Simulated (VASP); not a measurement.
A run of VASP 6.6.1:

File INCAR:

```
SYSTEM = CdSe
PREC = Accurate ; ENCUT = 520
EDIFF = 1E-8 ; ISMEAR = -1
SIGMA = 0.05 ; LREAL = .False.
LASPH = .True. ; NELM = 100
ALGO = Normal ; ISIF = 2
LWAVE = .False. ; LCHARG = .False.
GGA = PE ; IBRION = 8
NSW = 1
```

File KPOINTS:

```
Automatic mesh
0
Gamma
  6 6 6
  0 0 0
```

File POSCAR:

```
CdSe
1.0
    0.0000000000      2.8739580000      2.8739580000
    2.8739580000      0.0000000000      2.8739580000
    2.8739580000      2.8739580000      0.0000000000
Cd Se
1 1
Direct
    0.0000000000      0.0000000000      0.0000000000
    0.5000000000      0.5000000000      0.5000000000
```

Potentials or basis: VASP PAW PBE potentials, release 64 (Cd, Se).

Run with:

```sh
$ cat potpaw_PBE.64/Cd/POTCAR potpaw_PBE.64/Se/POTCAR > POTCAR
$ mpirun -np 1 vasp_std > vasp.out
```

Hardware: 1 thread of AMD EPYC 7R43 64-Core Processor (Zen 3) (shared host).

How long does it take, and how much memory?

Wall time 2.1 min on 1 thread of AMD EPYC 7R43 64-Core Processor (Zen 3), with other jobs on the host, peak memory 0.17 GiB. Counts: scf iterations 41, k points 16.
